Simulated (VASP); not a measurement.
BaTiO3: single point with PBEsol

The system is BaTiO3, a slab with vacuum.

```
Ti O Ba
1.0
     3.96986    0.00000    0.00000
     0.00000    3.96986    0.00000
     0.00000    0.00000   24.92472
Ti O Ba
3 9 3
Direct
  0.50000 0.50000 0.30565
  0.50000 0.50000 0.46145
  0.50000 0.50000 0.62191
  0.50000 0.00000 0.30132
  0.00000 0.50000 0.30132
  0.50000 0.50000 0.38000
  0.50000 0.00000 0.46049
  0.00000 0.50000 0.46049
  0.50000 0.50000 0.53948
  0.50000 0.00000 0.62091
  0.00000 0.50000 0.62091
  0.50000 0.50000 0.69773
  0.00000 0.00000 0.37604
  0.00000 0.00000 0.53790
  0.00000 0.00000 0.69494
```

```json
{"Program": "VASP 6.6.1", "Task": "single point", "Functional": "PBEsol", "Potentials or basis": "VASP PAW PBE potentials, release 64 (Ti_sv, O, Ba_sv)", "Cutoff": "520 eV", "k mesh": "7 × 7 × 1", "Occupations": "gaussian, width 0.05 eV", "Spin": "no spin polarisation", "Dipole correction": "yes", "Further INCAR settings": "ALGO = Normal; EDIFF = 1e-06; NBANDS = 73; NELMDL = -8"}
```

```
Largest force          : 0.232 eV/Å
Band gap on the k mesh : 0.46 eV (least direct gap 1.03 eV)
```

Forces in eV/Å, atoms in the order of the input:
```
Ti   0.000  0.000 -0.119
Ti   0.000  0.000 -0.030
Ti   0.000  0.000 -0.052
O    0.000  0.000 -0.091
O    0.000  0.000 -0.091
O    0.000  0.000  0.069
O    0.000  0.000 -0.030
O    0.000  0.000 -0.030
O    0.000  0.000  0.025
O    0.000  0.000 -0.047
O    0.000  0.000 -0.047
O    0.000  0.000  0.083
Ba   0.000  0.000  0.081
Ba   0.000  0.000  0.046
Ba   0.000  0.000  0.232
```

Levels at points of the mesh, in eV from the valence-band top:
| k point | band 58 | band 59 | band 60 | band 61 | band 62 | band 63 |
| --- | --- | --- | --- | --- | --- | --- |
| (0.00, 0.00, 0.00) | -1.39 | -0.58 | -0.58 | 0.46 | 0.84 | 1.07 |

Wall time 18 min on 1 thread of AMD EPYC 7R13 (shared host), peak memory 0.53 GiB.

Caveat: the PAW data sets were made with another functional, which shifts forces and pressure a little; spin-orbit coupling is left out, which moves the levels of the heavy elements.
